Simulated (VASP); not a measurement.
# HfH2: single point with r2SCAN

Crystal: HfH2.

```xyz
3
Lattice="-1.6789 1.6789 2.0152 1.6789 -1.6789 2.0152 1.6789 1.6789 -2.0152" Properties=species:S:1:pos:R:3 pbc="T T T"
Hf    0.0000    0.0000    0.0000
H     0.0000    1.6789    1.0076
H     1.6789    0.0000    1.0076
```

| Item | Value |
| --- | --- |
| Program | VASP 6.6.1 |
| Task | single point |
| Functional | r2SCAN |
| Potentials or basis | VASP PAW PBE potentials, release 64 (Hf_pv, H) |
| Cutoff | 520 eV |
| k mesh | 16 × 16 × 16 |
| Occupations | gaussian, width 0.1 eV |
| Spin | no spin polarisation |

```yaml
Pressure: 23.9 GPa
Band_gap_on_the_k_mesh: zero (band 6 reaches 7.27 eV, above the bottom of band 7 at 5.89 eV)
```

Stress tensor (GPa, compression positive):
```
23.84  0.00  0.00
 0.00 23.84  0.00
 0.00  0.00 24.00
```

Levels at points of the mesh, in eV from the Fermi level:
```csv
k point,band 4,band 5,band 6,band 7,band 8,band 9
"(0.00, 0.00, 0.00)",-12.80,-1.60,-0.54,-0.54,0.88,1.94
"(0.50, 0.00, 0.00)",-9.68,-5.70,-1.25,1.18,4.53,4.79
"(0.50, 0.50, 0.00)",-7.63,-6.46,-4.97,4.69,4.92,6.69
"(0.50, 0.50, 0.50)",-9.32,-4.58,-4.28,5.67,5.77,5.77
```

It took 5.5 min on 1 thread of Oxide Virtual Turin-like Processor, on a shared host, peak memory 0.2 GiB.

Caveat: the PAW data sets were made with another functional, which shifts forces and pressure a little; spin-orbit coupling is left out, which moves the levels of the heavy elements.
